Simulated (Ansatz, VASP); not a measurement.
Al6H: VASP beside Ansatz

INCAR

```
PREC = Accurate ; ENCUT = 520
EDIFF = 1E-6 ; ISMEAR = 0
SIGMA = 0.1 ; LREAL = F
LASPH = T ; NELM = 100
ALGO = Normal ; ISIF = 2
LWAVE = F ; LCHARG = F
LDIPOL = T ; IDIPOL = 3
DIPOL = 0.5 0.5 0.298 ; GGA = PE
NBANDS = 32
```

KPOINTS

```
Automatic mesh
0
Gamma
  6 6 1
```

File POSCAR:

```
Al6H
1.0
    5.7143028096      0.0000000000      0.0000000000
   -2.8571514048      4.9487313980      0.0000000000
    0.0000000000      0.0000000000     22.6016424636
Al H
12 2
Direct
    0.3333333333      0.1666666667      0.1769782885
    0.3333333333      0.6666666667      0.1769782885
    0.8333333333      0.1666666667      0.1769782885
    0.8333333333      0.6666666667      0.1769782885
    0.1666666667      0.3333333333      0.2787817904
    0.1666666667      0.8333333333      0.2787817904
    0.6666666667      0.3333333333      0.2787817904
    0.6666666667      0.8333333333      0.2787817904
    0.0000000000      0.0000000000      0.3805759903
    0.0000000000      0.5000000000      0.3805759903
    0.5000000000      0.0000000000      0.3805759903
    0.5000000000      0.5000000000      0.3805759903
    0.1370922758      0.2741845515      0.4146443109
    0.3629077242      0.7258154485      0.4146443109
```

Input for Ansatz:

```yaml
crystal:
  lattice:
    - [5.7143028096, 0.0, 0.0]
    - [-2.8571514048, 4.948731398, 0.0]
    - [0.0, 0.0, 22.6016424636]
  atoms:
    - { symbol: Al, position: [0.3333333333, 0.1666666667, 0.1769782885] }
    - { symbol: Al, position: [0.3333333333, 0.6666666667, 0.1769782885] }
    - { symbol: Al, position: [0.8333333333, 0.1666666667, 0.1769782885] }
    - { symbol: Al, position: [0.8333333333, 0.6666666667, 0.1769782885] }
    - { symbol: Al, position: [0.1666666667, 0.3333333333, 0.2787817904] }
    - { symbol: Al, position: [0.1666666667, 0.8333333333, 0.2787817904] }
    - { symbol: Al, position: [0.6666666667, 0.3333333333, 0.2787817904] }
    - { symbol: Al, position: [0.6666666667, 0.8333333333, 0.2787817904] }
    - { symbol: Al, position: [0.0, 0.0, 0.3805759903] }
    - { symbol: Al, position: [0.0, 0.5, 0.3805759903] }
    - { symbol: Al, position: [0.5, 0.0, 0.3805759903] }
    - { symbol: Al, position: [0.5, 0.5, 0.3805759903] }
    - { symbol: H, position: [0.1370922758, 0.2741845515, 0.4146443109] }
    - { symbol: H, position: [0.3629077242, 0.7258154485, 0.4146443109] }
basis:
  ecutwfc: 420
kpoints:
  mp_grid: { grid: [6, 6, 1] }
hamiltonian:
  xc: pbe
scf:
  occupations: { method: gaussian, width: 0.1 }
output:
  forces: true
  eigenvalues: true
  write_density: true
  write_potential: true
  elf: true
  volumetric_format: npy
efield:
  axis: 3
  dipole_correction: true
  ramp_width: 0.04
```

Alike in both runs: task single point; functional PBE; k mesh 6 × 6 × 1; occupations gaussian, width 0.1 eV; no spin polarisation.

|  | VASP | Ansatz |
| --- | --- | --- |
| version | VASP 6.6.1 | Ansatz 0.2.0 |
| potentials or method | VASP PAW PBE potentials, release 64 (Al, H), cutoff 520 eV | scalar-relativistic, plane waves, PAW |
| valence electrons in the cell | 38 | 38 |

Ansatz gave:

* gap on the k mesh at the Fermi level (eV): none
* rms of the force components (eV/Å): 0.643

Problem. Which values does VASP return?

Solution. gap on the k mesh at the Fermi level (eV): none; rms of the force components (eV/Å): 0.641.

Atom by atom the forces differ by 0.002 eV/Å (rms over components). A gap of «none» marks a metal or a gap that the smearing closes. With one functional, cell and mesh, what is left measures potentials, basis and numerics. Ansatz's warnings: xc potential rough in thin density.
